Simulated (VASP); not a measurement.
Input of a VASP 6.6.1 run:

INCAR

```
  ALGO = Fast
  EDIFF = 1E-6
  EDIFFG = -0.015
  ENCUT = 600
  GGA = PS
  IBRION = 2
  ISIF = 3
  ISMEAR = 0
  LASPH = True
  LCHARG = False
  LREAL = False
  LWAVE = False
  NELM = 100
  NSW = 80
  PREC = Accurate
  SIGMA = 0.1
```

KPOINTS

```
k-points
0
Gamma
  8 8 8
```

File POSCAR:

```
Sr
1.0
    0.0000000000     -4.6699047914      4.6699047914
   -4.6699047914      0.0000000000      4.6699047914
   -4.6699047914     -4.6699047914      0.0000000000
Sr
4
Direct
    0.7500000000      0.7500000000      0.7500000000
    0.5000000000      0.5000000000      0.5000000000
    0.2500000000      0.2500000000      0.2500000000
    0.0000000000      0.0000000000      0.0000000000
```

Potentials or basis: VASP PAW PBE potentials, release 64 (Sr_sv).

The run is started by

```bash
$ cat potpaw_PBE.64/Sr_sv/POTCAR > POTCAR
$ mpirun -np 1 vasp_std > vasp.out
```

**Question.** Estimate the band gap on the k mesh.

**Answer.** Zero (band 20 reaches 2.13 eV, above the bottom of band 21 at 1.64 eV).

Final structure:
```yaml
crystal:
  lattice:
    - [0.00000, -4.66990, 4.66990]
    - [-4.66990, 0.00000, 4.66990]
    - [-4.66990, -4.66990, 0.00000]
  atoms:
    - { symbol: Sr, position: [0.75000, 0.75000, 0.75000] }
    - { symbol: Sr, position: [0.50000, 0.50000, 0.50000] }
    - { symbol: Sr, position: [0.25000, 0.25000, 0.25000] }
    - { symbol: Sr, position: [0.00000, 0.00000, 0.00000] }
```

Caveat: the relaxation stopped at its first step, so nothing moved.
